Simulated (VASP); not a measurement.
# MgO (scan) (Fm-3m) in VASP: notebook

MgO (scan) is run at these levels: r2SCAN; tasks: single point, relaxation of cell and atoms.

Everything below comes from runs of VASP 6.6.1. Logs are shortened: lines on timing, memory, paths and dates and some standing lists are left out, and cuts for length are marked.

**The experiment to reproduce.**

From “Electronic structure of alkaline earth and post-transition metal oxides”, 2009, arxiv:0908.1581, for a bulk crystal of MgO: band gap 7.83 eV.

How close the calculation comes is told below.

### Step 1. The cell of the first run

The structure is cubic, space group Fm-3m (No. 225). The conventional cell has a = 4.217 Å, b = 4.217 Å, c = 4.217 Å, α = 90.00°, β = 90.00°, γ = 90.00°. Mg (site symmetry m-3m) has 6 O at 2.11 Å within 2.8 Å. Within 2.8 Å of O (site symmetry m-3m) lie 6 Mg at 2.11 Å.

### Step 2. Single point, r2SCAN

POSCAR

```
MgO
1.0
    0.0000000000      2.1085000000      2.1085000000
    2.1085000000      0.0000000000      2.1085000000
    2.1085000000      2.1085000000      0.0000000000
Mg O
1 1
Direct
    0.0000000000      0.0000000000      0.0000000000
    0.5000000000      0.5000000000      0.5000000000
```

INCAR.step1

```
PREC = Accurate ; ENCUT = 520
ISMEAR = 0 ; SIGMA = 0.1
LREAL = F ; LASPH = T
NELM = 100 ; NBANDS = 11
GGA = PE ; ALGO = Normal
EDIFF = 1E-4 ; LWAVE = T
LCHARG = F
```

INCAR.step2

```
PREC = Accurate ; ENCUT = 520
EDIFF = 1E-6 ; ISMEAR = 0
SIGMA = 0.1 ; LREAL = F
LASPH = T ; NELM = 100
ALGO = Normal ; ISIF = 2
LWAVE = F ; LCHARG = F
METAGGA = R2SCAN ; LMIXTAU = T
NBANDS = 11 ; ISTART = 1
```

KPOINTS

```
Automatic mesh
0
Gamma
  8 8 8
```

Potentials or basis: VASP PAW PBE potentials, release 64 (Mg, O).

Launch:

```bash
> cat potpaw_PBE.64/Mg/POTCAR potpaw_PBE.64/O/POTCAR > POTCAR
> cp INCAR.step1 INCAR
> mpirun -np 1 vasp_std > vasp.out
> cp INCAR.step2 INCAR
> mpirun -np 1 vasp_std > vasp.out
```

OUTCAR:

```text
PREC = Accurate
   ENCUT = 520
   EDIFF = 1E-6
   ISMEAR = 0
   LREAL = F
   LASPH = T
   NELM = 100
   ISIF = 2
   METAGGA = R2SCAN
   ISTART = 1

 ion  position               nearest neighbor table
   1  0.000  0.000  0.000-   2 2.11   2 2.11   2 2.11   2 2.11   2 2.11   2 2.11
   2  0.500  0.500  0.500-   1 2.11   1 2.11   1 2.11   1 2.11   1 2.11   1 2.11

  LATTYP: Found a face centered cubic cell.
 ALAT       =     4.2170000000

  Lattice vectors:

 A1 = (   0.0000000000,   2.1085000000,   2.1085000000)
 A2 = (   2.1085000000,   0.0000000000,   2.1085000000)
 A3 = (   2.1085000000,   2.1085000000,   0.0000000000)

Analysis of symmetry for initial positions (statically):
=====================================================================
 Subroutine PRICEL returns:
 Original cell was already a primitive cell.

 Routine SETGRP: Setting up the symmetry group for a
 face centered cubic supercell.

 Subroutine GETGRP returns: Found 48 space group operations
 (whereof 48 operations were pure point group operations)
 out of a pool of 48 trial point group operations.

The static configuration has the point symmetry O_h .

Analysis of symmetry for dynamics (positions and initial velocities):
=====================================================================
 Subroutine PRICEL returns:
 Original cell was already a primitive cell.

 Routine SETGRP: Setting up the symmetry group for a
 face centered cubic supercell.

 Subroutine GETGRP returns: Found 48 space group operations
 (whereof 48 operations were pure point group operations)
 out of a pool of 48 trial point group operations.

The dynamic configuration has the point symmetry O_h .

 Subroutine INISYM returns: Found 48 space group operations
 (whereof 48 operations are pure point group operations),
 and found     1 'primitive' translations

----------------------------------------------------------------------------------------

                                     Primitive cell

  volume of cell :      18.7478

  direct lattice vectors                    reciprocal lattice vectors
     0.000000000  2.108500000  2.108500000    -0.237135404  0.237135404  0.237135404
     2.108500000  0.000000000  2.108500000     0.237135404 -0.237135404  0.237135404
     2.108500000  2.108500000  0.000000000     0.237135404  0.237135404 -0.237135404

  length of vectors
     2.981869296  2.981869296  2.981869296     0.410730569  0.410730569  0.410730569

  position of ions in fractional coordinates (direct lattice)
     0.000000000  0.000000000  0.000000000
     0.500000000  0.500000000  0.500000000

  ion indices of the primitive-cell ions
   primitive index   ion index
                 1           1
                 2           2

----------------------------------------------------------------------------------------

 KPOINTS: Automatic mesh

Automatic generation of k-mesh.
 Grid dimensions read from file:
 generate k-points for:    8    8    8

 Generating k-lattice:

  Cartesian coordinates                     Fractional coordinates (reciprocal lattice)
    -0.029641926  0.029641926  0.029641926     0.125000000  0.000000000  0.000000000
     0.029641926 -0.029641926  0.029641926     0.000000000  0.125000000  0.000000000
     0.029641926  0.029641926 -0.029641926     0.000000000  0.000000000  0.125000000

  Length of vectors
     0.051341321  0.051341321  0.051341321

  Shift w.r.t. Gamma in fractional coordinates (k-lattice)
     0.000000000  0.000000000  0.000000000

 Subroutine IBZKPT returns following result:
 ===========================================

 Found     29 irreducible k-points:

 Following reciprocal coordinates:
            Coordinates               Weight
  0.000000  0.000000  0.000000      1.000000
  0.125000  0.000000  0.000000      8.000000
  0.250000  0.000000  0.000000      8.000000
  0.375000  0.000000  0.000000      8.000000
  0.500000  0.000000  0.000000      4.000000
  0.125000  0.125000  0.000000      6.000000
[... 16 lines left out ...]
  0.500000  0.250000  0.125000     48.000000
 -0.375000  0.250000  0.125000     24.000000
 [... further k-points ...]
   k-points           NKPTS =     29   k-points in BZ     NKDIM =     29   number of bands    NBANDS=     11
   number of dos      NEDOS =    301   number of ions     NIONS =      2
   total plane-waves  NPLWV =  13824
   dimension x,y,z NGX =    24 NGY =   24 NGZ =   24
   dimension x,y,z NGXF=    48 NGYF=   48 NGZF=   48
   ions per type =               1   1
   NGX,Y,Z   is equivalent  to a cutoff of  13.38, 13.38, 13.38 a.u.
   NGXF,Y,Z  is equivalent  to a cutoff of  26.76, 26.76, 26.76 a.u.
 SYSTEM =  unknown system
   PREC   = accura    normal or accurate (medium, high low for compatibility)
   ISTART =      1    job   : 0-new  1-cont  2-samecut
   ICHARG =      0    charge: 1-file 2-atom 10-const
   ISPIN  =      1    spin polarized calculation?
   LNONCOLLINEAR =      F non collinear calculations
   LSORBIT =      F    spin-orbit coupling
   LASPH  =      T    aspherical Exc in radial PAW
   ENCUT  =  520.0 eV  38.22 Ry    6.18 a.u.   5.54  5.54  5.54*2*pi/ulx,y,z
   NELM   =    100;   NELMIN=  2; NELMDL=  0     # of ELM steps
   EDIFF  = 0.1E-05   stopping-criterion for ELM
   LREAL  =      F    real-space projection
   EDIFFG = 0.1E-04   stopping-criterion for IOM
   NSW    =      0    number of steps for IOM
   IBRION =     -1    ionic relax: 0-MD 1-quasi-New 2-CG
   NFREE  =      0    steps in history (QN), initial steepest desc. (CG)
   ISIF   =      2    stress and relaxation
   ISYM   =      2    0-nonsym 1-usesym 2-fastsym
   POTIM  = 0.5000    time-step for ionic-motion
   TEBEG  =    0.0;   TEEND  =   0.0 temperature during run
   PSTRESS=    0.0 pullay stress
   NELECT =       8.0000    total number of electrons
   NUPDOWN=      -1.0000    fix difference up-down
   EMIN   =  10.00;   EMAX   =-10.00  energy-range for DOS
   EFERMI =   0.00;   METHOD = LEGACY
   ISMEAR =     0;   SIGMA  =   0.10  broadening in eV -4-tet -1-fermi 0-gaus
   EFERMI_NEDOS =   21; number of points for ismear=-14 and -15
   IALGO  =     38    algorithm
   IMIX   =      4    mixing-type and parameters
     AMIX     =   0.40;   BMIX     =  1.00
     AMIX_MAG =   1.60;   BMIX_MAG =  1.00
  volume/ion in A,a.u.               =       9.37        63.26
  Fermi-wavevector in a.u.,A,eV,Ry     =   1.232503  2.329092 20.668107  1.519063
  Thomas-Fermi vector in A             =   2.367270
   LORBIT       =      0    0 simple, 1 ext, 2 COOP (PROOUT), +10 PAW based schemes
   METAGGA = R2SCAN    functional components
   LHFCALC =     F    Hartree Fock is set to
   AEXX    =    0.0000 exact exchange contribution
   IVDW    =     0    specifies the selected vdW correction
   LEPSILON=     F    determine dielectric tensor
   LRPA    =     F    only Hartree local field effects (RPA)
 non-spin polarized calculation
 Gauss-broadening in eV      SIGMA  =   0.10
  energy-cutoff  :      520.00
  volume of cell :       18.75
 maximum number of plane-waves:       531
 NGX is ok and might be reduce to    24
   NGX = 11   NGY = 11   NGZ = 11

 number of electron       8.0000005 magnetization

 Free energy of the ion-electron system (eV)
  ---------------------------------------------------
  ext. energy  EPLUGINS =         0.00000000
  ---------------------------------------------------
  free energy    TOTEN  =       -16.15934955 eV

  energy without entropy =      -16.15934955  energy(sigma->0) =      -16.15934955

 E-fermi :   3.2746     XC(G=0): -11.5769

 val. band max:        2.7501563200   @ k =   0.0000   0.0000   0.0000
 cond. band min:       8.3186795761   @ k =   0.0000   0.0000   0.0000
 fundamental gap:      5.5685232561
 Fermi energy:         3.2746288532

 k-point     1 :       0.0000    0.0000    0.0000
  band No.  band energies     occupation
      1     -15.4325      2.00000
      2       2.7502      2.00000
      3       2.7502      2.00000
      4       2.7502      2.00000
      5       8.3187      0.00000
      6      19.5627      0.00000
      7      19.5627      0.00000
      8      19.5627      0.00000
      9      23.6981      0.00000
     10      25.4618      0.00000
     11      25.4618      0.00000

 k-point     2 :       0.1250    0.0000    0.0000
  band No.  band energies     occupation
      1     -15.2731      2.00000
      2       1.8253      2.00000
      3       2.6449      2.00000
      4       2.6449      2.00000
      5       9.2197      0.00000
      6      17.8914      0.00000
      7      19.9387      0.00000
      8      19.9387      0.00000
      9      24.4962      0.00000
     10      24.4962      0.00000
     11      25.9212      0.00000

 k-point     3 :       0.2500    0.0000    0.0000
  band No.  band energies     occupation
      1     -14.8612      2.00000
      2       0.1211      2.00000
      3       2.4020      2.00000
      4       2.4020      2.00000
      5      10.7006      0.00000
      6      16.3587      0.00000
      7      20.4679      0.00000
      8      20.4679      0.00000
      9      24.1107      0.00000
     10      24.1107      0.00000
     11      26.1646      0.00000

 k-point     4 :       0.3750    0.0000    0.0000
  band No.  band energies     occupation
      1     -14.4013      2.00000
      2      -1.2945      2.00000
      3       2.1730      2.00000
      4       2.1730      2.00000
      5      11.4325      0.00000
      6      16.2344      0.00000
      7      20.3045      0.00000
      8      20.3045      0.00000
      9      25.3797      0.00000
     10      25.5177      0.00000
     11      25.5177      0.00000
[... 239 lines left out ...]
 k-point    22 :       0.3750    0.2500    0.1250
  band No.  band energies     occupation
      1     -14.5679      2.00000
      2      -0.2420      2.00000
      3       1.5953      2.00000
      4       2.1251      2.00000
      5      12.1534      0.00000
      6      15.2127      0.00000
      7      18.9607      0.00000
      8      21.4811      0.00000
      9      22.0001      0.00000
     10      26.5101      0.00000
     11      30.0582      0.00000

 k-point    23 :       0.5000    0.2500    0.1250
  band No.  band energies     occupation
      1     -14.2071      2.00000
      2      -0.9385      2.00000
      3       1.0230      2.00000
      4       1.8698      2.00000
      5      13.1804      0.00000
      6      15.4317      0.00000
      7      17.7912      0.00000
      8      21.0690      0.00000
      9      23.6446      0.00000
     10      26.5002      0.00000
     11      30.2566      0.00000

 k-point    24 :      -0.3750    0.2500    0.1250
  band No.  band energies     occupation
      1     -14.0477      2.00000
      2      -1.2327      2.00000
      3       0.8165      2.00000
      4       1.7491      2.00000
      5      13.3482      0.00000
      6      16.0487      0.00000
      7      17.3533      0.00000
      8      20.8081      0.00000
      9      24.4761      0.00000
     10      26.1961      0.00000
     11      30.4052      0.00000

 [... further k-points ...]
[... 5 lines left out ...]
  --------------------------------------------------------------------------------------
  -------------------------------------------------------------------------------------
  Total       -0.3053175     -0.3053175     -0.3053175      0.0000000      0.0000000     -0.0000000
  in kB      -26.0922496    -26.0922496    -26.0922496      0.0000000      0.0000000     -0.0000000
  external PRESSURE =     -26.0922496 kB  Pullay stress =       0.0000000 kB

 VOLUME and BASIS-vectors are now :
 -----------------------------------------------------------------------------
  energy-cutoff  :      520.00
  volume of cell :       18.75
      direct lattice vectors                 reciprocal lattice vectors
     0.000000000  2.108500000  2.108500000    -0.237135404  0.237135404  0.237135404
     2.108500000  0.000000000  2.108500000     0.237135404 -0.237135404  0.237135404
     2.108500000  2.108500000  0.000000000     0.237135404  0.237135404 -0.237135404

 POSITION                                       TOTAL-FORCE (eV/Angst)
 -----------------------------------------------------------------------------------
      0.00000      0.00000      0.00000         0.000000     -0.000000     -0.000000
      2.10850      2.10850      2.10850        -0.000000      0.000000      0.000000
 -----------------------------------------------------------------------------------
    total drift:                               -0.000000     -0.000000      0.000000

  FREE ENERGIE OF THE ION-ELECTRON SYSTEM (eV)
  ---------------------------------------------------
  free  energy   TOTEN  =       -16.1593495532 eV

  energy  without entropy=      -16.1593495532  energy(sigma->0) =      -16.15934955
```

Run time: 15 s. Hardware: 1 thread of Intel Xeon Platinum 8488C (Sapphire Rapids), shared host; peak memory 0.14 GiB.

Results:

| Property | Result |
| --- | --- |
| Free energy | -16.1593 eV |
| Pressure | -2.6 GPa |
| Band gap on the k mesh | 5.57 eV, direct |

Levels at points of the mesh, in eV from the valence-band top:
| k point | band 1 | band 2 | band 3 | band 4 | band 5 | band 6 | band 7 | band 8 |
| --- | --- | --- | --- | --- | --- | --- | --- | --- |
| (0.00, 0.00, 0.00) | -18.18 | 0.00 | 0.00 | 0.00 | 5.57 | 16.81 | 16.81 | 16.81 |
| (0.50, 0.00, 0.00) | -16.94 | -4.59 | -0.67 | -0.67 | 8.78 | 13.76 | 17.38 | 17.38 |
| (0.50, 0.50, 0.00) | -16.69 | -4.09 | -1.37 | -1.37 | 10.03 | 11.02 | 14.25 | 20.31 |

Caveat: the PAW data sets were made with another functional, which shifts forces and pressure a little.

[end of part 1 of 2]
